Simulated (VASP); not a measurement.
NaCl:

```
Na Cl
1.0
     0.00000    2.81000    2.81000
     2.81000    0.00000    2.81000
     2.81000    2.81000    0.00000
Na Cl
1 1
Direct
  0.00000 0.00000 0.00000
  0.50000 0.50000 0.50000
```

```yaml
Program: VASP 6.6.1
Task: relaxation of cell and atoms
Functional: LDA
Potentials_or_basis: VASP PAW LDA potentials, release 64 (Na_pv, Cl)
Cutoff: 600 eV
k_mesh: 14 × 14 × 14
Occupations: fermi-dirac, width 0.1 eV
Spin: no spin polarisation
```

At the start: pressure -2.2 GPa; volume 22.19 Å³/atom.

Where does the relaxation end?

Over 4 steps the energy falls by 13.2 meV/atom and the volume is 20.41 Å³/atom (-8.0 %); space group Fm-3m (No. 225, to 0.05 Å).

The path:
| step | energy change (eV) | largest force (eV/Å) | pressure (GPa) | volume (Å³) |
| --- | --- | --- | --- | --- |
| 1 | 0.0000 | 0.0000 | -2.20 | 44.38 |
| 2 | -0.0204 | 0.0000 | -1.15 | 42.45 |
| 3 | -0.0264 | 0.0000 | -0.10 | 40.94 |
| 4 | -0.0264 | 0.0000 | 0.01 | 40.81 |

Final structure:
```
CELL_PARAMETERS angstrom
0.00000 2.73268 2.73268
2.73268 0.00000 2.73268
2.73268 2.73268 0.00000
ATOMIC_POSITIONS crystal
Na 0.00000 0.00000 0.00000
Cl 0.50000 0.50000 0.50000
```
